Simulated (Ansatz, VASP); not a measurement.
This is a calculation of Se for Ansatz 0.2.0.

input.yaml

```yaml
crystal:
  lattice:
    - [1.39426943, -4.039002765, 0.0]
    - [1.39426943, 4.039002765, 0.0]
    - [0.0, 0.0, 4.6134314]
  atoms:
    - { symbol: Se, position: [0.066484, 0.938792, 0.245902] }
    - { symbol: Se, position: [0.913081, 0.049697, 0.756067] }
kpoints:
  mp_grid: { grid: [4, 4, 2] }
scf:
  occupations: { method: fermi_dirac, width: 0.06 }
hamiltonian:
  xc: pbe
  pseudopotentials: { kind: all_electron, lapw: { basis_error: 0.003 } }
output:
  forces: true
  stress: true
  eigenvalues: true
```

Potentials or basis: all-electron LAPW, scalar-relativistic.

Launch:

```sh
$ ansatz run input.yaml --threads 1 --pin off --max-ram 3072MiB --backend cpu --events-out ev --progress --plain --runs-dir out
```

Set up the same calculation for VASP 6.6.1. Potentials there: VASP PAW PBE potentials, release 64 (Se).

As run (the cutoff follows the program's own potentials):

Contents of INCAR:

```
SYSTEM = Se
PREC = Accurate ; ENCUT = 500
EDIFF = 1E-6 ; ISMEAR = -1
SIGMA = 0.06 ; LREAL = .FALSE.
LASPH = .TRUE. ; NELM = 120
ALGO = Normal ; ISIF = 2
LWAVE = .FALSE. ; LCHARG = .FALSE.
GGA = PE ; NBANDS = 13
GGA_COMPAT = .FALSE.
```

The input KPOINTS:

```
Automatic mesh
0
G
  4 4 2
  0 0 0
```

POSCAR

```
Se
1.0
    1.3942694300     -4.0390027650      0.0000000000
    1.3942694300      4.0390027650      0.0000000000
    0.0000000000      0.0000000000      4.6134314000
Se
2
Direct
    0.0664840000      0.9387920000      0.2459020000
    0.9130810000      0.0496970000      0.7560670000
```

Potentials or basis: VASP PAW PBE potentials, release 64 (Se).

The run is started by

```bash
$ cat potpaw_PBE.64/Se/POTCAR > POTCAR
$ mpirun -np 1 vasp_std > vasp.out
```

Both were run:

|  | VASP | Ansatz | Ansatz less VASP |
| --- | --- | --- | --- |
| gap on the k mesh at the Fermi level (eV) | none | none | - |
| pressure (GPa) | 2.2 | 2.2 | -0.06 |
| traceless stress, the component that is largest in VASP (GPa) | -12.80 | -12.87 | -0.077 |
| rms of the force components (eV/Å) | 0.392 | 0.381 | -0.0105 |

Atom by atom the forces differ by 0.012 eV/Å (rms over components). A gap of «none» marks a metal or a gap that the smearing closes. Ansatz ran all-electron here, and VASP with PAW potentials.

The k mesh is coarse, so the values compare programs but aren't converged. Noted on Ansatz's run: the k mesh is thin for a metal, which can move the energy by tens of meV per atom.
